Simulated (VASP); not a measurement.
A run of VASP 6.6.1 is set up as follows.

Contents of INCAR:

```
SYSTEM = CoSn
  PREC = Accurate
  ENCUT = 520
  EDIFF = 1E-6
  ISMEAR = 0
  SIGMA = 0.1
  LREAL = .FALSE.
  LASPH = .TRUE.
  NELM = 100
  ALGO = Normal
  ISIF = 2
  LWAVE = .FALSE.
  LCHARG = .FALSE.
  NBANDS = 44
```

File KPOINTS:

```
regular mesh
0
G
  9 9 8
  0 0 0
```

Contents of POSCAR:

```
CoSn
1.0
    5.1734432909      0.0000000000      0.0000000000
   -2.5867216455      4.4803333150      0.0000000000
    0.0000000000      0.0000000000      4.1234723010
Co Sn
3 3
Direct
    0.0000000000      0.5000000000      0.0000000000
    0.5000000000      0.5000000000      0.0000000000
    0.5000000000      0.0000000000      0.0000000000
    0.6666666667      0.3333333333      0.5000000000
    0.3333333333      0.6666666667      0.5000000000
    0.0000000000      0.0000000000      0.0000000000
```

Potentials or basis: VASP PAW LDA potentials, release 64 (Co, Sn_d).

The run is started by

```console
$ cat potpaw_LDA.64/Co/POTCAR potpaw_LDA.64/Sn_d/POTCAR > POTCAR
$ mpirun -np 1 vasp_std > vasp.out
```

Task: Predict the pressure.

Result: 0.2 GPa.

Caveat: spin-orbit coupling is left out, which moves the levels of the heavy elements. Spin polarisation is off, so any magnetic state and its effect on volume and gap are missing.
